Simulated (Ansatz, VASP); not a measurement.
NbRu3C: VASP beside Ansatz

```xyz
5
Lattice="4.0102 0.0000 0.0000 0.0000 4.0102 0.0000 0.0000 0.0000 4.0102" Properties=species:S:1:pos:R:3 pbc="T T T"
Ru    2.0051    2.0051    0.0000
Ru    2.0051    0.0000    2.0051
Ru    0.0000    2.0051    2.0051
Nb    0.0000    0.0000    0.0000
C     2.0051    2.0051    2.0051
```

Alike in both runs: task single point; functional PBE; k mesh 7 × 7 × 7; occupations fermi-dirac, width 0.05 eV; no spin polarisation.

|  | VASP | Ansatz |
| --- | --- | --- |
| version | VASP 6.6.1 | Ansatz 0.2.0 |
| potentials or method | VASP PAW PBE potentials, release 64 (Ru_pv, Nb_sv, C) | Ansatz PAW |
| plane-wave cutoff (eV) | 520 | 420 |
| valence electrons in the cell | 59 | 65 |

```tsv
	VASP	Ansatz	Ansatz less VASP
gap on the k mesh at the Fermi level (eV)	none	none	-
pressure (GPa)	8.5	8.6	+0.11
```

A gap of «none» marks a metal or a gap that the smearing closes. VASP's potentials hold 59 valence electrons a cell and Ansatz's 65, so a difference there can come from the potentials and not from the codes.
